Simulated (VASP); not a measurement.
A run of VASP 6.6.1:

Contents of INCAR:

```
ALGO     = Fast           # electronic algorithm
EDIFF    = 1E-7           # SCF threshold, eV
ENCUT    = 520            # plane-wave cutoff, eV
GGA      = PE             # functional
ISIF     = 2              # what is computed and relaxed
ISMEAR   = 0              # smearing method
LASPH    = T              # aspherical terms in the spheres
LCHARG   = F              # write CHGCAR
LREAL    = F              # projectors in reciprocal space
LWAVE    = F              # write WAVECAR
NBANDS   = 13             # bands
NELM     = 100            # most SCF steps
PREC     = Accurate       # precision mode
SIGMA    = 0.15           # smearing width, eV
```

Contents of KPOINTS:

```
k-points
0
Gamma
  22 22 22
```

POSCAR

```
Mo
1.0
   -1.8207313312      1.6147188362      1.6147188362
    1.6147188362     -1.8207313312      1.6147188362
    1.6147188362      1.6147188362     -1.8207313312
Mo
1
Direct
    0.0000000000      0.0000000000      0.0000000000
```

Potentials or basis: VASP PAW PBE potentials, release 64 (Mo_sv).

Command:

```bash
$ cat potpaw_PBE.64/Mo_sv/POTCAR > POTCAR
$ mpirun -np 1 vasp_std > vasp.out
```

Hardware: 1 thread of Intel(R) Xeon(R) Platinum 8259CL CPU @ 2.50GHz (Skylake/Cascade Lake) (shared host).

**Question.** Estimate the wall time of this run.

**Answer.** Run time: 2.5 min on 1 thread of Intel(R) Xeon(R) Platinum 8259CL CPU @ 2.50GHz (Skylake/Cascade Lake), on a shared host, peak memory 0.31 GiB. Counts: scf iterations 14, k points 1024.
